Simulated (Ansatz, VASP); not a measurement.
## Two plane-wave programs on KH4

INCAR

```
SYSTEM = KH4
  PREC = Accurate
  ENCUT = 600
  EDIFF = 1E-6
  ISMEAR = 0
  SIGMA = 0.1
  LREAL = .False.
  LASPH = .True.
  NELM = 60
  ALGO = Normal
  ISIF = 3
  LWAVE = .False.
  LCHARG = .False.
  GGA = PE
  IBRION = 2
  NSW = 90
  EDIFFG = -0.04
```

File KPOINTS:

```
Automatic mesh
0
Gamma
  4 4 4
  0 0 0
```

The input POSCAR:

```
KH4
1.0
    4.1110568100      0.0000000000      0.0000000000
    0.0000000000      4.1110568100      0.0000000000
    0.0000000000      0.0000000000      4.1110568100
K H
1 4
Direct
    0.0000000000      0.0000000000      0.0000000000
    0.5000000000      0.0000000000      0.0000000000
    0.0000000000      0.5000000000      0.0000000000
    0.0000000000      0.0000000000      0.5000000000
    0.5000000000      0.5000000000      0.5000000000
```

Input for Ansatz:

```yaml
crystal:
  lattice:
    - [4.11105681, 0.0, 0.0]
    - [0.0, 4.11105681, 0.0]
    - [0.0, 0.0, 4.11105681]
  atoms:
    - { symbol: K, position: [0.0, 0.0, 0.0] }
    - { symbol: H, position: [0.5, 0.0, 0.0] }
    - { symbol: H, position: [0.0, 0.5, 0.0] }
    - { symbol: H, position: [0.0, 0.0, 0.5] }
    - { symbol: H, position: [0.5, 0.5, 0.5] }
basis:
  ecutwfc: 420
kpoints:
  mp_grid: { grid: [4, 4, 4] }
hamiltonian:
  xc: pbe
scf:
  occupations: { method: gaussian, width: 0.1 }
  lower_state_search: "off"
output:
  forces: true
  stress: true
  eigenvalues: true
relax:
  adjacent_minimum: "off"
  f_tol: 0.04
  max_steps: 70
  cell: { stress_tol: 0.4 }
```

Alike in both runs: task relaxation of cell and atoms; functional PBE; k mesh 4 × 4 × 4; occupations gaussian, width 0.1 eV; no spin polarisation.

|  | VASP | Ansatz |
| --- | --- | --- |
| version | VASP 6.6.1 | Ansatz 0.2.0 |
| potentials or method | VASP PAW PBE potentials, release 64 (K_sv, H), cutoff 600 eV | scalar-relativistic, plane waves, PAW |
| valence electrons in the cell | 13 | 13 |

```tsv
	VASP	Ansatz	Ansatz less VASP
gap on the k mesh at the Fermi level, each at its own relaxed structure (eV)	none	none	-
relaxed volume (Å³/atom)	20.45	19.45	-1.005
relaxed cell length with the largest relative difference (Å)	4.676	4.599	-0.0779
```

A gap of «none» marks a metal or a gap that the smearing closes.

The k mesh is coarse, so the values compare programs but aren't converged. Noted on VASP's run: the volume moved by over 15 % at a fixed basis, so the end points are rough.
